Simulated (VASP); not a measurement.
Input of a VASP 6.6.1 run:

INCAR

```
PREC     = Accurate       # precision mode
ENCUT    = 600            # plane-wave cutoff, eV
EDIFF    = 1E-6           # SCF threshold, eV
ISMEAR   = 0              # smearing method
SIGMA    = 0.05           # smearing width, eV
LREAL    = False          # projectors in reciprocal space
LASPH    = True           # aspherical terms in the spheres
NELM     = 120            # most SCF steps
ALGO     = Normal         # electronic algorithm
ISIF     = 2              # what is computed and relaxed
LWAVE    = False          # write WAVECAR
LCHARG   = False          # write CHGCAR
NBANDS   = 73             # bands
GGA_COMPAT= False
```

Contents of KPOINTS:

```
regular mesh
0
Gamma
  7 7 3
```

File POSCAR:

```
BaTiO3
1.0
    2.7879170996     -1.6096046879     -2.2805008955
    0.0000000000      3.2192093758     -2.2805008955
    9.0712897040      5.2373115525      7.4181474703
Ba Ti O
3 3 9
Direct
    0.9992156725      0.9992156725      0.8466853965
    0.9994059579      0.9994059579      0.2319586177
    0.9993108152      0.9993108152      0.5393220071
    0.4906367181      0.4906367181      0.0809866302
    0.4905415754      0.4905415754      0.3883500196
    0.4904464327      0.4904464327      0.6957134090
    0.5089441644      0.0132021427      0.0753601268
    0.5088490217      0.0131070000      0.3827235162
    0.5087538790      0.0130118573      0.6900869055
    0.0132021427      0.5089441644      0.0753601268
    0.0131070000      0.5088490217      0.3827235162
    0.0130118573      0.5087538790      0.6900869055
    0.5088969981      0.5088969981      0.2277330748
    0.5088018554      0.5088018554      0.5350964642
    0.5087067127      0.5087067127      0.8424598536
```

Potentials or basis: VASP PAW LDA potentials, release 64 (Ba_sv, Ti_sv, O).

The run is started by

```bash
$ cat potpaw_LDA.64/Ba_sv/POTCAR potpaw_LDA.64/Ti_sv/POTCAR potpaw_LDA.64/O/POTCAR > POTCAR
$ mpirun -np 1 vasp_std > vasp.out
```

(1) What does it give for the band gap on the k mesh?

(2) Predict the largest force.

(3) What does it give for the pressure?

## Answers

(1) 1.65 eV (least direct gap 2.31 eV).

(2) 1.237 eV/Å.

(3) -2.3 GPa.

Caveat: the cell differs from its parent crystal (the distance across one plane changed); spin-orbit coupling is left out, which moves the levels of the heavy elements; an odd mesh through Γ misses points on the zone boundary, where band edges can lie; forces of over 1 eV/Å act on the atoms, so gaps and moduli don't describe the material at rest.
